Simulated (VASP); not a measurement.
A run of VASP 6.6.1 is set up as follows.

INCAR

```
PREC     = Accurate       # precision mode
ENCUT    = 520            # plane-wave cutoff, eV
EDIFF    = 1E-6           # SCF threshold, eV
ISMEAR   = 0              # smearing method
SIGMA    = 0.15           # smearing width, eV
LREAL    = F              # projectors in reciprocal space
LASPH    = T              # aspherical terms in the spheres
NELM     = 80             # most SCF steps
ALGO     = Normal         # electronic algorithm
ISIF     = 2              # what is computed and relaxed
LWAVE    = F              # write WAVECAR
LCHARG   = F              # write CHGCAR
GGA      = PE             # functional
NBANDS   = 16             # bands
```

Contents of KPOINTS:

```
Automatic mesh
0
Gamma
  16 16 16
```

File POSCAR:

```
GaSb
1.0
   -2.7659365100      2.7659365100      1.7076500000
    2.7659365100     -2.7659365100      1.7076500000
    2.7659365100      2.7659365100     -1.7076500000
Ga Sb
1 1
Direct
    0.2500000000      0.7500000000      0.5000000000
    0.0000000000      0.0000000000      0.0000000000
```

Potentials or basis: VASP PAW PBE potentials, release 64 (Ga_d, Sb).

The run is started by

```sh
$ cat potpaw_PBE.64/Ga_d/POTCAR potpaw_PBE.64/Sb/POTCAR > POTCAR
$ mpirun -np 1 vasp_std > vasp.out
```

(1) What does it give for the pressure?

(2) Estimate the band gap on the k mesh.

Answers

(1) -2.8 GPa.

(2) zero (bands 9 and 10 overlap by 4.52 eV).

Caveat: spin-orbit coupling is left out, which moves the levels of the heavy elements.
